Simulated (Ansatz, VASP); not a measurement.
One calculation of KBr, two programs

```xyz
2
Lattice="0.0000 3.3000 3.3000 3.3000 0.0000 3.3000 3.3000 3.3000 0.0000" Properties=species:S:1:pos:R:3 pbc="T T T"
Br    3.3000    3.3000    3.3000
K     0.0000    0.0000    0.0000
```

Alike in both runs: task relaxation of cell and atoms; functional PBE; k mesh 7 × 7 × 7; occupations fermi-dirac, width 0.05 eV; no spin polarisation.

|  | VASP | Ansatz |
| --- | --- | --- |
| version | VASP 6.6.1 | Ansatz 0.2.0 |
| potentials or method | VASP PAW PBE potentials, release 64 (Br, K_sv) | Ansatz PAW |
| plane-wave cutoff (eV) | 600 | 420 |
| valence electrons in the cell | 16 | 16 |

```csv
,VASP,Ansatz,Ansatz less VASP
"gap on the k mesh at the Fermi level, each at its own relaxed structure (eV)",4.31,4.32,+0.005
relaxed volume (Å³/atom),37.65,37.61,-0.039
relaxed cell length with the largest relative difference (Å),4.740,4.738,-0.0016
```

Noted on Ansatz's run: odd divisions of the mesh miss points on the zone boundary, where band edges often lie, so the gap on the mesh can be too wide; the plane-wave basis is chosen anew once the cell has moved, so the energies of steps on either side of that aren't comparable.
